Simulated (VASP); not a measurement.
Wanted: the native input for a VASP 6.6.1 run.

```
Task                   : single point
Functional             : PBEsol
Potentials or basis    : VASP PAW PBE potentials, release 64 (C)
Cutoff                 : 520 eV
k mesh                 : 9 × 9 × 6
Occupations            : gaussian, width 0.02 eV
Spin                   : no spin polarisation
Dipole correction      : no
Further INCAR settings : ALGO = Normal; EDIFF = 1e-06; NBANDS = 16
```

The structure of C lies in POSCAR:

```
C
1.0
    2.4995760109      0.0000000000      0.0000000000
   -1.2497880055      2.1646963241      0.0000000000
    0.0000000000      0.0000000000      4.1189829197
C
4
Direct
    0.3333333333      0.6666666667     -0.0002589785
    0.6666666667      0.3333333333      0.4997410215
    0.3333333333      0.6666666667      0.3742589785
    0.6666666667      0.3333333333      0.8742589785
```

This cell differs from its parent crystal: strained cell.

One way to write it, as run:

INCAR

```
PREC = Accurate
ENCUT = 520
EDIFF = 1E-6
ISMEAR = 0
SIGMA = 0.02
LREAL = F
LASPH = T
NELM = 60
ALGO = Normal
ISIF = 2
LWAVE = F
LCHARG = T
GGA = PS
LELF = T
LVHAR = T
NBANDS = 16
```

KPOINTS

```
Automatic mesh
0
Gamma
  9 9 6
```

Potentials or basis: VASP PAW PBE potentials, release 64 (C).

Launch:

```sh
$ cat potpaw_PBE.64/C/POTCAR > POTCAR
$ mpirun -np 1 vasp_std > vasp.out
```

Results of the run:

The pressure is 5.6 GPa. The band gap on the k mesh is 3.03 eV, indirect (least direct gap 4.81 eV).

Caveat: the cell differs from its parent crystal (strained cell); the PAW data sets were made with another functional, which shifts forces and pressure a little.

Run time: 7.1 s on 1 thread of AMD EPYC 9R45 96-Core Processor (Zen 5), with other jobs on the host, peak memory 0.1 GiB.
